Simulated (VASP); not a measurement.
Crystal: InGaO.

```
CELL_PARAMETERS angstrom
4.01133 0.00000 0.00000
-2.00566 3.47391 0.00000
0.00000 0.00000 4.46180
ATOMIC_POSITIONS crystal
In 0.66667 0.33333 0.50000
Ga 0.00000 0.00000 0.00000
O 0.33333 0.66667 0.50000
```

The cell was generated, and may not be a known phase.

```yaml
Program: VASP 6.6.1
Task: relaxation of cell and atoms
Functional: PBE
Potentials_or_basis: VASP PAW PBE potentials, release 64 (In_d, Ga_d, O)
Cutoff: 600 eV
k_mesh: 6 × 6 × 4
Occupations: gaussian, width 0.1 eV
Spin: no spin polarisation
```

At the start: pressure -4.3 GPa; volume 20.73 Å³/atom.

Problem. How do energy, volume and symmetry change on relaxing?

Solution. Over 12 steps the energy falls by 46.8 meV/atom and the volume is 20.51 Å³/atom (-1.0 %); space group P-6m2 (No. 187, to 0.1 Å) before and after.

Step by step:
| step | energy change (eV) | largest force (eV/Å) | pressure (GPa) | volume (Å³) |
| --- | --- | --- | --- | --- |
| 1 | 0.0000 | 0.0000 | -4.25 | 62.18 |
| 2 | -0.1032 | 0.0000 | -0.50 | 57.34 |
| 3 | -0.1054 | 0.0000 | 0.55 | 56.57 |
| 4 | -0.1054 | 0.0000 | 0.32 | 56.68 |
| 5 | -0.1096 | 0.0000 | 0.21 | 56.94 |
| 6 | -0.1191 | 0.0000 | 0.29 | 57.64 |
| 7 | -0.1293 | 0.0000 | 0.37 | 58.98 |
| 8 | -0.1353 | 0.0000 | 0.76 | 61.39 |
| 9 | -0.1354 | 0.0000 | 0.68 | 59.93 |
| 10 | -0.1389 | 0.0000 | 0.69 | 60.68 |
| 11 | -0.1306 | 0.0000 | -1.47 | 63.78 |
| 12 | -0.1405 | 0.0000 | 0.01 | 61.54 |

Final structure:
```xyz
3
Lattice="3.7393 0.0000 0.0000 -1.8696 3.2383 0.0000 0.0000 0.0000 5.0825" Properties=species:S:1:pos:R:3 pbc="T T T"
In    1.8696    1.0794    2.5413
Ga    0.0000    0.0000    0.0000
O     0.0000    2.1589    2.5413
```
